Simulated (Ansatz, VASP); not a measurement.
## Two plane-wave programs on Ge

```xyz
2
Lattice="0.0000 2.7943 2.7943 2.7943 0.0000 2.7943 2.7943 2.7943 0.0000" Properties=species:S:1:pos:R:3 pbc="T T T"
Ge    0.0000    0.0000    0.0000
Ge    1.3972    1.3972    1.3972
```

Change from the starting cell: hydrostatic strain -1.5%.

Alike in both runs: task single point; functional r2SCAN; k mesh 8 × 8 × 8; no spin polarisation.

|  | VASP | Ansatz |
| --- | --- | --- |
| version | VASP 6.6.1 | Ansatz 0.2.0 |
| potentials or method | VASP PAW PBE potentials, release 64 (Ge_d) | plane waves, PAW |
| plane-wave cutoff (eV) | 520 | 500 |
| occupations | gaussian, width 0.01 eV | fixed |
| valence electrons in the cell | 28 | 28 |

Ansatz gave:

```
gap on the k mesh at the Fermi level (eV) : 0.59
pressure (GPa)                            : 3.6
```

Question: Which values does VASP return?

Answer: gap on the k mesh at the Fermi level (eV): 0.57; pressure (GPa): 3.7.

VASP's potentials were made for PBE, not for r2SCAN.
